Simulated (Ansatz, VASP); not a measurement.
# One calculation of CoO, two programs

```
Co O
1.0
     0.00000    2.13150    2.13150
     2.13150    0.00000    2.13150
     2.13150    2.13150    0.00000
Co O
1 1
Cartesian
  0.0000 0.0000 0.0000
  2.1315 2.1315 2.1315
```

Alike in both runs: task relaxation of cell and atoms; functional RPBE; dispersion D3(BJ); k mesh 11 × 11 × 11; occupations fermi-dirac, width 0.05 eV; collinear spin.

|  | VASP | Ansatz |
| --- | --- | --- |
| version | VASP 6.6.1 | Ansatz 0.2.0 |
| potentials or method | VASP PAW PBE potentials, release 64 (Co, O) | Ansatz PAW |
| plane-wave cutoff (eV) | 600 | 420 |
| valence electrons in the cell | 15 | 23 |

|  | VASP | Ansatz | Ansatz less VASP |
| --- | --- | --- | --- |
| gap on the k mesh at the Fermi level, each at its own relaxed structure (eV) | none | none | - |
| net moment per atom (μB) | 1.22 | 1.47 | +0.253 |
| size of the moment on the site where the two differ most (μB) | 2.22 | 2.51 | +0.292 |
| relaxed volume (Å³/atom) | 8.77 | 9.63 | +0.865 |
| relaxed cell length with the largest relative difference (Å) | 2.916 | 3.009 | +0.0929 |

The net moments are unlike, so the other rows may belong to different states. VASP's potentials were made for PBE, not for RPBE. Site moments also hang on the region over which each program counts them. A gap of «none» marks a metal or a gap that the smearing closes. VASP's potentials hold 15 valence electrons a cell and Ansatz's 23, so a difference there can come from the potentials and not from the codes.

Noted on Ansatz's run: the plane-wave basis is chosen anew once the cell has moved, so the energies of steps on either side of that aren't comparable.
